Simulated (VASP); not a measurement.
Here is a VASP 6.6.1 calculation.

Contents of INCAR:

```
SYSTEM = CuSi16
PREC     = Accurate       ! precision mode
ENCUT    = 520            ! plane-wave cutoff, eV
EDIFF    = 1E-6           ! SCF threshold, eV
ISMEAR   = 0              ! smearing method
SIGMA    = 0.05           ! smearing width, eV
LREAL    = Auto         
LASPH    = .TRUE.         ! aspherical terms in the spheres
NELM     = 60             ! most SCF steps
ALGO     = Normal         ! electronic algorithm
ISIF     = 2              ! what is computed and relaxed
LWAVE    = .FALSE.        ! write WAVECAR
LCHARG   = .FALSE.        ! write CHGCAR
GGA      = PE             ! functional
NELECT   = 74.0         
NBANDS   = 52             ! bands
```

The input KPOINTS:

```
regular mesh
0
G
  2 2 2
  0 0 0
```

The input POSCAR:

```
CuSi16
1.0
    0.0000000000      5.4300000000      5.4300000000
    5.4300000000      0.0000000000      5.4300000000
    5.4300000000      5.4300000000      0.0000000000
Si Cu
16 1
Direct
    0.0312572744     -0.0109335175     -0.0101926335
    0.1282952118      0.1275841621      0.1277198895
   -0.0125183241      0.0116433702      0.5002697053
    0.1271603131      0.1286597606      0.6167074586
   -0.0125420810      0.4999573665      0.0114906998
    0.1267387661      0.6160991713      0.1292393186
   -0.0138869245      0.5009650092      0.5017607735
    0.0840509208      0.6390844383      0.6388687845
    0.4998139963      0.0096313076      0.0105128913
    0.6591962247      0.1158910681      0.1156402394
    0.4985369245      0.0062997238      0.4848581031
    0.6161258748      0.1437054328      0.6226325046
    0.4982732044      0.4850503683      0.0068715470
    0.6160739411      0.6223536832      0.1442142726
    0.4556744015      0.5127202578      0.5135502762
    0.6147709024      0.6188784530      0.6188394107
    0.5572961326      0.8143421731      0.8143117864
```

Potentials or basis: VASP PAW PBE potentials, release 64 (Si, Cu).

The run is started by

```console
$ cat potpaw_PBE.64/Si/POTCAR potpaw_PBE.64/Cu/POTCAR > POTCAR
$ mpirun -np 1 vasp_std > vasp.out
```

(1) Predict the largest force.

Answers

(1) 0.051 eV/Å.

Caveat: the k points lie up to 0.50 Å⁻¹ apart; the cell carries a net charge on a neutralising background, which shifts energy and pressure.
